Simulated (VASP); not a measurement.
# BaTiO3 (Pm-3m) in VASP: single point with r2SCAN

Aim: the single point of BaTiO3 with r2SCAN.

All numbers are computed with VASP 6.6.1; they aren't measurements. Logs are shortened: lines on timing, memory, paths and dates and some standing lists are left out, and cuts for length are marked.

## (1) The cell of the first run

Symmetry: Pm-3m, No. 221, cubic system. The conventional cell has a = 4.022 Å, b = 4.022 Å, c = 4.022 Å, α = 90.00°, β = 90.00°, γ = 90.00°. Ba (site symmetry m-3m) has 12 O at 2.84 Å and 8 Ti at 3.48 Å within 3.7 Å. Within 2.7 Å of Ti (site symmetry m-3m) lie 6 O at 2.01 Å. Within 2.7 Å of O (site symmetry 4/mmm) lie 2 Ti at 2.01 Å. O (site symmetry 4/mmm) has 2 Ti at 2.01 Å within 2.7 Å.

## (2) Single point, r2SCAN

POSCAR

```
BaTiO3
1.0
   -4.0221394300     -4.0221394300      0.0000000000
   -4.0221394300      4.0221394300      0.0000000000
    0.0000000000      0.0000000000     -4.0221394300
Ba Ti O
2 2 6
Direct
    0.0000000000      0.0000000000      0.0000000000
    0.5000000000      0.5000000000      0.0000000000
    0.0000000000      0.5000000000      0.5000000000
    0.5000000000      0.0000000000      0.5000000000
    0.0000000000      0.5000000000      0.0000000000
    0.5000000000      0.0000000000      0.0000000000
    0.7500000000      0.2500000000      0.5000000000
    0.2500000000      0.7500000000      0.5000000000
    0.7500000000      0.7500000000      0.5000000000
    0.2500000000      0.2500000000      0.5000000000
```

INCAR.step1

```
SYSTEM = BaTiO3
  PREC = Accurate
  ENCUT = 660
  ISMEAR = 1
  SIGMA = 0.0366
  LREAL = .FALSE.
  LASPH = .TRUE.
  NELM = 120
  NBANDS = 51
  GGA = PE
  ALGO = Normal
  EDIFF = 1E-5
  LWAVE = .TRUE.
  LCHARG = .FALSE.
  GGA_COMPAT = .FALSE.
```

INCAR.step2

```
SYSTEM = BaTiO3
  PREC = Accurate
  ENCUT = 660
  EDIFF = 1E-6
  ISMEAR = 1
  SIGMA = 0.0366
  LREAL = .FALSE.
  LASPH = .TRUE.
  NELM = 120
  ALGO = Normal
  ISIF = 2
  LWAVE = .FALSE.
  LCHARG = .FALSE.
  METAGGA = R2SCAN
  LMIXTAU = .TRUE.
  NBANDS = 51
  ISTART = 1
  GGA_COMPAT = .FALSE.
```

KPOINTS

```
regular mesh
0
G
  5 5 6
  0 0 0
```

Potentials or basis: VASP PAW PBE potentials, release 64 (Ba_sv, Ti_sv, O).

The run is started by

```bash
cat potpaw_PBE.64/Ba_sv/POTCAR potpaw_PBE.64/Ti_sv/POTCAR potpaw_PBE.64/O/POTCAR > POTCAR
cp INCAR.step1 INCAR
mpirun -np 1 vasp_std > vasp.out
cp INCAR.step2 INCAR
mpirun -np 1 vasp_std > vasp.out
```

OUTCAR:

```text
SYSTEM = BaTiO3
   PREC = Accurate
   ENCUT = 660
   EDIFF = 1E-6
   ISMEAR = 1
   LREAL = .FALSE.
   LASPH = .TRUE.
   NELM = 120
   ISIF = 2
   METAGGA = R2SCAN
   ISTART = 1

 ion  position               nearest neighbor table
   1  0.000  0.000  0.000-   5 2.84   6 2.84   7 2.84   8 2.84   9 2.84  10 2.84   7 2.84   8 2.84
                             9 2.84  10 2.84   5 2.84   6 2.84   3 3.48   4 3.48   3 3.48   3 3.48
   2  0.500  0.500  0.000-   5 2.84   6 2.84   7 2.84   8 2.84   9 2.84  10 2.84   7 2.84   8 2.84
                             9 2.84  10 2.84   6 2.84   5 2.84   3 3.48   4 3.48   4 3.48   3 3.48
   3  0.000  0.500  0.500-   5 2.01   7 2.01   8 2.01   9 2.01  10 2.01   5 2.01   1 3.48   1 3.48
                             2 3.48   2 3.48   1 3.48   1 3.48   2 3.48   2 3.48
   4  0.500  0.000  0.500-   6 2.01   7 2.01   8 2.01   9 2.01  10 2.01   6 2.01   1 3.48   1 3.48
                             2 3.48   2 3.48   2 3.48   2 3.48   1 3.48   1 3.48
   5  0.000  0.500  0.000-   3 2.01   3 2.01   1 2.84   2 2.84   1 2.84   2 2.84
   6  0.500  0.000  0.000-   4 2.01   4 2.01   1 2.84   2 2.84   2 2.84   1 2.84
   7  0.750  0.250  0.500-   3 2.01   4 2.01   1 2.84   2 2.84   1 2.84   2 2.84
   8  0.250  0.750  0.500-   3 2.01   4 2.01   1 2.84   2 2.84   1 2.84   2 2.84
   9  0.750  0.750  0.500-   3 2.01   4 2.01   1 2.84   2 2.84   1 2.84   2 2.84
  10  0.250  0.250  0.500-   3 2.01   4 2.01   1 2.84   2 2.84   1 2.84   2 2.84

  LATTYP: Found a simple tetragonal cell.
 ALAT       =     5.6881641317
 C/A-ratio  =     0.7071067812

  Lattice vectors:

 A1 = (  -4.0221394300,  -4.0221394300,   0.0000000000)
 A2 = (  -4.0221394300,   4.0221394300,   0.0000000000)
 A3 = (   0.0000000000,   0.0000000000,  -4.0221394300)

Analysis of symmetry for initial positions (statically):
=====================================================================
 Subroutine PRICEL returns following result:

  LATTYP: Found a simple cubic cell.
 ALAT       =     4.0221394300

  Lattice vectors:

 A1 = (   0.0000000000,  -4.0221394300,   0.0000000000)
 A2 = (  -4.0221394300,   0.0000000000,   0.0000000000)
 A3 = (   0.0000000000,   0.0000000000,  -4.0221394300)

   2 primitive cells build up your supercell.

 Routine SETGRP: Setting up the symmetry group for a
 simple tetragonal supercell.

 Subroutine GETGRP returns: Found 16 space group operations
 (whereof 16 operations were pure point group operations)
 out of a pool of 16 trial point group operations.

The static configuration has the point symmetry D_4h.

Analysis of symmetry for dynamics (positions and initial velocities):
=====================================================================
 Subroutine PRICEL returns following result:

  LATTYP: Found a simple cubic cell.
 ALAT       =     4.0221394300

  Lattice vectors:

 A1 = (   0.0000000000,  -4.0221394300,   0.0000000000)
 A2 = (  -4.0221394300,   0.0000000000,   0.0000000000)
 A3 = (   0.0000000000,   0.0000000000,  -4.0221394300)

   2 primitive cells build up your supercell.

 Routine SETGRP: Setting up the symmetry group for a
 simple tetragonal supercell.

 Subroutine GETGRP returns: Found 16 space group operations
 (whereof 16 operations were pure point group operations)
 out of a pool of 16 trial point group operations.

The dynamic configuration has the point symmetry D_4h.

 Subroutine INISYM returns: Found 16 space group operations
 (whereof 16 operations are pure point group operations),
 and found     2 'primitive' translations

----------------------------------------------------------------------------------------

                                     Primitive cell

  volume of cell :      65.0686

  direct lattice vectors                    reciprocal lattice vectors
     0.000000000 -4.022139430  0.000000000     0.000000000 -0.248623902  0.000000000
    -4.022139430  0.000000000  0.000000000    -0.248623902  0.000000000  0.000000000
     0.000000000  0.000000000 -4.022139430     0.000000000  0.000000000 -0.248623902

  length of vectors
     4.022139430  4.022139430  4.022139430     0.248623902  0.248623902  0.248623902

  position of ions in fractional coordinates (direct lattice)
     0.000000000  0.000000000  0.000000000
     0.500000000  0.500000000  0.500000000
     0.500000000  0.500000000  0.000000000
     0.500000000  1.000000000  0.500000000
     0.000000000  0.500000000  0.500000000

  ion indices of the primitive-cell ions
   primitive index   ion index
                 1           1
                 2           3
                 3           5
                 4           7
                 5           9

----------------------------------------------------------------------------------------

 KPOINTS: regular mesh

Automatic generation of k-mesh.
 Grid dimensions read from file:
 generate k-points for:    5    5    6

 Generating k-lattice:

  Cartesian coordinates                     Fractional coordinates (reciprocal lattice)
    -0.024862390 -0.024862390  0.000000000     0.200000000  0.000000000  0.000000000
    -0.024862390  0.024862390  0.000000000     0.000000000  0.200000000  0.000000000
     0.000000000  0.000000000 -0.041437317     0.000000000  0.000000000  0.166666667

  Length of vectors
     0.035160729  0.035160729  0.041437317

  Shift w.r.t. Gamma in fractional coordinates (k-lattice)
     0.000000000  0.000000000  0.000000000

 Subroutine IBZKPT returns following result:
 ===========================================

 Found     24 irreducible k-points:

 Following reciprocal coordinates:
            Coordinates               Weight
  0.000000  0.000000  0.000000      1.000000
  0.200000  0.000000  0.000000      4.000000
  0.400000  0.000000  0.000000      4.000000
  0.200000  0.200000  0.000000      4.000000
  0.400000  0.200000  0.000000      8.000000
  0.400000  0.400000  0.000000      4.000000
[... 16 lines left out ...]
  0.400000  0.200000  0.500000      8.000000
  0.400000  0.400000  0.500000      4.000000
   k-points           NKPTS =     24   k-points in BZ     NKDIM =     24   number of bands    NBANDS=     51
   number of dos      NEDOS =    301   number of ions     NIONS =     10
   total plane-waves  NPLWV =  82944
   dimension x,y,z NGX =    48 NGY =   48 NGZ =   36
   dimension x,y,z NGXF=    96 NGYF=   96 NGZF=   72
   ions per type =               2   2   6
   NGX,Y,Z   is equivalent  to a cutoff of  14.03, 14.03, 14.88 a.u.
   NGXF,Y,Z  is equivalent  to a cutoff of  28.06, 28.06, 29.76 a.u.
 SYSTEM =  BaTiO3
   PREC   = accura    normal or accurate (medium, high low for compatibility)
   ISTART =      1    job   : 0-new  1-cont  2-samecut
   ICHARG =      0    charge: 1-file 2-atom 10-const
   ISPIN  =      1    spin polarized calculation?
   LNONCOLLINEAR =      F non collinear calculations
   LSORBIT =      F    spin-orbit coupling
   LASPH  =      T    aspherical Exc in radial PAW
   ENCUT  =  660.0 eV  48.51 Ry    6.96 a.u.  11.92 11.92  8.43*2*pi/ulx,y,z
   NELM   =    120;   NELMIN=  2; NELMDL=  0     # of ELM steps
   EDIFF  = 0.1E-05   stopping-criterion for ELM
   LREAL  =      F    real-space projection
   EDIFFG = 0.1E-04   stopping-criterion for IOM
   NSW    =      0    number of steps for IOM
   IBRION =     -1    ionic relax: 0-MD 1-quasi-New 2-CG
   NFREE  =      0    steps in history (QN), initial steepest desc. (CG)
   ISIF   =      2    stress and relaxation
   ISYM   =      2    0-nonsym 1-usesym 2-fastsym
   POTIM  = 0.5000    time-step for ionic-motion
   TEBEG  =    0.0;   TEEND  =   0.0 temperature during run
   PSTRESS=    0.0 pullay stress
   NELECT =      80.0000    total number of electrons
   NUPDOWN=      -1.0000    fix difference up-down
   EMIN   =  10.00;   EMAX   =-10.00  energy-range for DOS
   EFERMI =   0.00;   METHOD = LEGACY
   ISMEAR =     1;   SIGMA  =   0.04  broadening in eV -4-tet -1-fermi 0-gaus
   EFERMI_NEDOS =   21; number of points for ismear=-14 and -15
   IALGO  =     38    algorithm
   IMIX   =      4    mixing-type and parameters
     AMIX     =   0.40;   BMIX     =  1.00
     AMIX_MAG =   1.60;   BMIX_MAG =  1.00
  volume/ion in A,a.u.               =      13.01        87.82
  Fermi-wavevector in a.u.,A,eV,Ry     =   1.391995  2.630489 26.363334  1.937650
  Thomas-Fermi vector in A             =   2.515781
   LORBIT       =      0    0 simple, 1 ext, 2 COOP (PROOUT), +10 PAW based schemes
   METAGGA = R2SCAN    functional components
   LHFCALC =     F    Hartree Fock is set to
   AEXX    =    0.0000 exact exchange contribution
   IVDW    =     0    specifies the selected vdW correction
   LEPSILON=     F    determine dielectric tensor
   LRPA    =     F    only Hartree local field effects (RPA)
 non-spin polarized calculation
 Methfessel and Paxton  Order N= 1 SIGMA  =   0.04
  energy-cutoff  :      660.00
  volume of cell :      130.14
 maximum number of plane-waves:      5031
 NGX is ok and might be reduce to    48
   NGX = 23   NGY = 23   NGZ = 17

 number of electron      80.0000009 magnetization

 Free energy of the ion-electron system (eV)
  ---------------------------------------------------
  ext. energy  EPLUGINS =         0.00000000
  ---------------------------------------------------
  free energy    TOTEN  =      -148.49509085 eV

  energy without entropy =     -148.49524335  energy(sigma->0) =     -148.49514168

 E-fermi :   3.4395     XC(G=0): -11.8343

 val. band max:        3.4164121025   @ k =   0.0000   0.0000   0.5000
 cond. band min:       5.5164738375   @ k =   0.0000   0.0000   0.0000
 fundamental gap:      2.1000617349
 Fermi energy:         3.4395143724

 k-point     1 :       0.0000    0.0000    0.0000
  band No.  band energies     occupation
      1     -55.5336      2.00000
      2     -55.5316      2.00000
      3     -30.7335      2.00000
      4     -30.7335      2.00000
      5     -30.6831      2.00000
      6     -30.6829      2.00000
[... 43 lines left out ...]
     50       9.0012      0.00000
     51       9.0013      0.00000

 k-point     2 :       0.2000    0.0000    0.0000
  band No.  band energies     occupation
      1     -55.5334      2.00000
      2     -55.5318      2.00000
      3     -30.7290      2.00000
      4     -30.7287      2.00000
      5     -30.6880      2.00000
      6     -30.6878      2.00000
[... 43 lines left out ...]
     50       9.3660      0.00000
     51       9.3957      0.00000

 k-point     3 :       0.4000    0.0000    0.0000
  band No.  band energies     occupation
      1     -55.5329      2.00000
      2     -55.5323      2.00000
      3     -30.7167      2.00000
      4     -30.7161      2.00000
      5     -30.7011      2.00000
      6     -30.7005      2.00000
[... 43 lines left out ...]
     50      10.0949      0.00000
     51      10.2034      0.00000
[... 1027 lines left out ...]
 k-point    23 :       0.4000    0.2000    0.5000
  band No.  band energies     occupation
      1     -55.5318      2.00000
      2     -55.5313      2.00000
      3     -30.7345      2.00000
      4     -30.7332      2.00000
      5     -30.7278      2.00000
      6     -30.7153      2.00000
[... 43 lines left out ...]
     50      11.1562      0.00000
     51      11.6768      0.00000

 k-point    24 :       0.4000    0.4000    0.5000
  band No.  band energies     occupation
      1     -55.5317      2.00000
      2     -55.5315      2.00000
      3     -30.7340      2.00000
      4     -30.7335      2.00000
      5     -30.7333      2.00000
      6     -30.7286      2.00000
[... 43 lines left out ...]
     50      11.3467      0.00000
     51      11.7433      0.00000

------------------------ aborting loop because EDIFF is reached ----------------------------------------

  FORCE on cell =-STRESS in cart. coord.  units (eV):
  Direction    XX          YY          ZZ          XY          YZ          ZX
  --------------------------------------------------------------------------------------
  -------------------------------------------------------------------------------------
  Total       -1.5863535     -1.5863535     -1.5680207      0.0000000     -0.0000000      0.0000000
  in kB      -19.5303127    -19.5303127    -19.3046093      0.0000000     -0.0000000      0.0000000
  external PRESSURE =     -19.4550782 kB  Pullay stress =       0.0000000 kB

 VOLUME and BASIS-vectors are now :
 -----------------------------------------------------------------------------
  energy-cutoff  :      660.00
  volume of cell :      130.14
      direct lattice vectors                 reciprocal lattice vectors
    -4.022139430 -4.022139430  0.000000000    -0.124311951 -0.124311951  0.000000000
    -4.022139430  4.022139430  0.000000000    -0.124311951  0.124311951  0.000000000
     0.000000000  0.000000000 -4.022139430     0.000000000  0.000000000 -0.248623902

 POSITION                                       TOTAL-FORCE (eV/Angst)
 -----------------------------------------------------------------------------------
      0.00000      0.00000      0.00000        -0.000000     -0.000000     -0.000000
     -4.02214      0.00000      0.00000        -0.000000     -0.000000      0.000000
     -2.01107      2.01107     -2.01107        -0.000000      0.000000      0.000000
     -2.01107     -2.01107     -2.01107        -0.000000      0.000000     -0.000000
     -2.01107      2.01107      0.00000         0.000000     -0.000000     -0.000000
     -2.01107     -2.01107      0.00000        -0.000000      0.000000     -0.000000
     -4.02214     -2.01107     -2.01107         0.000000     -0.000000     -0.000000
     -4.02214      2.01107     -2.01107         0.000000     -0.000000     -0.000000
     -6.03321      0.00000     -2.01107         0.000000     -0.000000      0.000000
     -2.01107      0.00000     -2.01107         0.000000      0.000000     -0.000000
 -----------------------------------------------------------------------------------
    total drift:                               -0.000000      0.000000      0.000000

  FREE ENERGIE OF THE ION-ELECTRON SYSTEM (eV)
  ---------------------------------------------------
  free  energy   TOTEN  =      -148.4950908485 eV

  energy  without entropy=     -148.4952433502  energy(sigma->0) =     -148.49514168
```

It took 9.3 min on 1 thread of AMD EPYC 9R45 (Zen 5), shared host; peak memory 0.4 GiB.

Results:

* Free energy: -148.4951 eV
* Pressure: -1.9 GPa
* Band gap on the k mesh: 2.10 eV

Caveat: the PAW data sets were made with another functional, which shifts forces and pressure a little; spin-orbit coupling is left out, which moves the levels of the heavy elements; an odd mesh through Γ misses points on the zone boundary, where band edges can lie. r2SCAN opens gaps a little over a GGA but as a rule still falls short of measured ones.
